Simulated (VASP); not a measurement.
Set up this calculation in VASP 6.6.1, as the native input.

```yaml
Task: single point
Functional: LDA
Potentials_or_basis: VASP PAW LDA potentials, release 64 (Si, C)
Cutoff: 520 eV
k_mesh: 10 × 10 × 10
Occupations: gaussian, width 0.01 eV
Spin: no spin polarisation
Dipole_correction: no
Further_INCAR_settings: ALGO = Normal; EDIFF = 1e-06; NBANDS = 11
```

The structure of SiC lies in POSCAR:

```
SiC
1.0
    0.0000000000      2.1780523525      2.1780523525
    2.1780523525      0.0000000000      2.1780523525
    2.1780523525      2.1780523525      0.0000000000
Si C
1 1
Direct
    0.0000000000      0.0000000000      0.0000000000
    0.2500000000      0.2500000000      0.2500000000
```

The input as run:

INCAR

```
PREC     = Accurate       # precision mode
ENCUT    = 520            # plane-wave cutoff, eV
EDIFF    = 1E-6           # SCF threshold, eV
ISMEAR   = 0              # smearing method
SIGMA    = 0.01           # smearing width, eV
LREAL    = False          # projectors in reciprocal space
LASPH    = True           # aspherical terms in the spheres
NELM     = 60             # most SCF steps
ALGO     = Normal         # electronic algorithm
ISIF     = 2              # what is computed and relaxed
LWAVE    = False          # write WAVECAR
LCHARG   = False          # write CHGCAR
NBANDS   = 11             # bands
```

KPOINTS

```
regular mesh
0
Gamma
  10 10 10
```

Potentials or basis: VASP PAW LDA potentials, release 64 (Si, C).

The run is started by

```sh
$ cat potpaw_LDA.64/Si/POTCAR potpaw_LDA.64/C/POTCAR > POTCAR
$ mpirun -np 1 vasp_std > vasp.out
```

It gave:

| Item | Value |
| --- | --- |
| Pressure | -3.7 GPa |
| Band gap on the k mesh | 1.30 eV, indirect (least direct gap 4.50 eV) |

Run time: 19 s on 1 thread of AMD EPYC 7R13 (shared host), peak memory 0.1 GiB.
